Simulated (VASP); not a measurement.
# AlAs (sol) (F-43m) in VASP: notebook, part 2 of 2

VASP 6.6.1.

### Step 3. Single point, PBEsol

The input, INCAR:

```
PREC = Accurate
ENCUT = 500
EDIFF = 1E-6
ISMEAR = 0
SIGMA = 0.01
LREAL = False
LASPH = True
NELM = 120
ALGO = Normal
ISIF = 2
LWAVE = False
LCHARG = False
GGA = PS
NBANDS = 11
GGA_COMPAT = False
```

The input, KPOINTS:

```
Automatic mesh
0
Gamma
  8 8 8
```

The input, POSCAR:

```
AlAs
1.0
    0.0000000000      2.8372989790      2.8372989790
    2.8372989790      0.0000000000      2.8372989790
    2.8372989790      2.8372989790      0.0000000000
Al As
1 1
Direct
    0.0000000000      0.0000000000      0.0000000000
    0.2500000000      0.2500000000      0.2500000000
```

Potentials or basis: VASP PAW PBE potentials, release 64 (Al, As).

Launch:

```console
cat potpaw_PBE.64/Al/POTCAR potpaw_PBE.64/As/POTCAR > POTCAR
mpirun -np 1 vasp_std > vasp.out
```

OUTCAR:

```text
PREC = Accurate
   ENCUT = 500
   EDIFF = 1E-6
   ISMEAR = 0
   LREAL = False
   LASPH = True
   NELM = 120
   ISIF = 2
   GGA = PS

 ion  position               nearest neighbor table
   1  0.000  0.000  0.000-   2 2.46   2 2.46   2 2.46   2 2.46
   2  0.250  0.250  0.250-   1 2.46   1 2.46   1 2.46   1 2.46

  LATTYP: Found a face centered cubic cell.
 ALAT       =     5.6745979580

  Lattice vectors:

 A1 = (   0.0000000000,   2.8372989790,   2.8372989790)
 A2 = (   2.8372989790,   0.0000000000,   2.8372989790)
 A3 = (   2.8372989790,   2.8372989790,   0.0000000000)

Analysis of symmetry for initial positions (statically):
=====================================================================
 Subroutine PRICEL returns:
 Original cell was already a primitive cell.

 Routine SETGRP: Setting up the symmetry group for a
 face centered cubic supercell.

 Subroutine GETGRP returns: Found 24 space group operations
 (whereof 24 operations were pure point group operations)
 out of a pool of 48 trial point group operations.

The static configuration has the point symmetry T_d .
[... 171 lines left out ...]
      1      -8.1058      2.00000
      2       3.7403      2.00000
      3       3.7403      2.00000
      4       3.7403      2.00000
      5       5.6632      0.00000
      6       7.9909      0.00000
      7       7.9909      0.00000
      8       7.9909      0.00000
      9      12.4112      0.00000
     10      12.7162      0.00000
     11      12.7162      0.00000
[... 309 lines left out ...]
 k-point    24 :      -0.3750    0.2500    0.1250
  band No.  band energies     occupation
      1      -6.4354      2.00000
      2      -1.5150      2.00000
      3       1.0420      2.00000
      4       2.1978      2.00000
      5       7.3347      0.00000
      6       7.8967      0.00000
      7      10.3547      0.00000
      8      11.2855      0.00000
      9      12.0075      0.00000
     10      14.6284      0.00000
     11      15.8928      0.00000

 [... further k-points ...]

------------------------ aborting loop because EDIFF is reached ----------------------------------------

  FORCE on cell =-STRESS in cart. coord.  units (eV):
  Direction    XX          YY          ZZ          XY          YZ          ZX
  --------------------------------------------------------------------------------------
  -------------------------------------------------------------------------------------
  Total        0.0778577      0.0778577      0.0778577     -0.0000000      0.0000000     -0.0000000
  in kB        2.7306562      2.7306562      2.7306562     -0.0000000      0.0000000     -0.0000000
  external PRESSURE =       2.7306562 kB  Pullay stress =       0.0000000 kB

 VOLUME and BASIS-vectors are now :
 -----------------------------------------------------------------------------
  energy-cutoff  :      500.00
  volume of cell :       45.68
      direct lattice vectors                 reciprocal lattice vectors
     0.000000000  2.837298979  2.837298979    -0.176223938  0.176223938  0.176223938
     2.837298979  0.000000000  2.837298979     0.176223938 -0.176223938  0.176223938
     2.837298979  2.837298979  0.000000000     0.176223938  0.176223938 -0.176223938

 POSITION                                       TOTAL-FORCE (eV/Angst)
 -----------------------------------------------------------------------------------
      0.00000      0.00000      0.00000        -0.000000     -0.000000     -0.000000
      1.41865      1.41865      1.41865         0.000000      0.000000      0.000000
 -----------------------------------------------------------------------------------
    total drift:                                0.000000      0.000000      0.000000

  FREE ENERGIE OF THE ION-ELECTRON SYSTEM (eV)
  ---------------------------------------------------
  free  energy   TOTEN  =       -10.0646824594 eV

  energy  without entropy=      -10.0646824594  energy(sigma->0) =      -10.06468246
```

OSZICAR:

```text
N       E                     dE             d eps       ncg     rms          rms(c)
DAV:   1     0.123321297835E+02    0.12332E+02   -0.30298E+03   646   0.538E+02
DAV:   2    -0.944779012283E+01   -0.21780E+02   -0.20603E+02   804   0.842E+01
DAV:   3    -0.103238818125E+02   -0.87609E+00   -0.87477E+00   800   0.173E+01
DAV:   4    -0.103307677630E+02   -0.68860E-02   -0.68852E-02   744   0.185E+00
DAV:   5    -0.103309076860E+02   -0.13992E-03   -0.13992E-03   782   0.252E-01    0.325E+00
DAV:   6    -0.101127847244E+02    0.21812E+00   -0.35078E-01   698   0.211E+00    0.185E+00
DAV:   7    -0.100663636812E+02    0.46421E-01   -0.17202E-01   736   0.158E+00    0.650E-01
DAV:   8    -0.100646164589E+02    0.17472E-02   -0.10862E-02   710   0.485E-01    0.936E-02
DAV:   9    -0.100646325611E+02   -0.16102E-04   -0.50172E-04   743   0.120E-01    0.447E-02
DAV:  10    -0.100646785828E+02   -0.46022E-04   -0.50422E-05   706   0.390E-02    0.937E-03
DAV:  11    -0.100646826111E+02   -0.40283E-05   -0.69953E-06   750   0.132E-02    0.498E-03
DAV:  12    -0.100646824594E+02    0.15162E-06   -0.12655E-06   472   0.490E-03
   1 F= -.10064682E+02 E0= -.10064682E+02  d E =-.367811E-36
```

stdout:

```text
POSCAR found type information on POSCAR AlAs
 POSCAR found :  2 types and       2 ions
 scaLAPACK will be used
 -----------------------------------------------------------------------------
|                                                                             |
|                                                                             |
|     You enforced a specific xc type in the INCAR file but a different       |
|     I HOPE YOU KNOW WHAT YOU ARE DOING!                                     |
|                                                                             |
 -----------------------------------------------------------------------------

 LDA part: xc-table for (Slater+PW92), standard interpolation
 POSCAR, INCAR and KPOINTS ok, starting setup
 FFT: planning ... GRIDC
 FFT: planning ... GRID_SOFT
 FFT: planning ... GRID
 WAVECAR not read
 entering main loop
```

It took 6.6 s on 1 thread of Intel Xeon 6975P-C (Granite Rapids), shared host; peak memory 0.17 GiB.

What came out:

| Property | Result |
| --- | --- |
| Free energy | -10.0647 eV |
| Pressure | 0.3 GPa |
| Band gap on the k mesh | 1.33 eV, indirect (least direct gap 1.92 eV) |

Levels at points of the mesh, in eV from the valence-band top:
```csv
k point,band 2,band 3,band 4,band 5,band 6,band 7
"(0.00, 0.00, 0.00)",0.00,0.00,0.00,1.92,4.25,4.25
"(0.50, 0.00, 0.00)",-5.57,-0.82,-0.82,2.05,4.63,4.63
"(0.50, 0.50, 0.00)",-5.42,-2.17,-2.17,1.33,2.22,10.23
```

Caveat: the PAW data sets were made with another functional, which shifts forces and pressure a little.
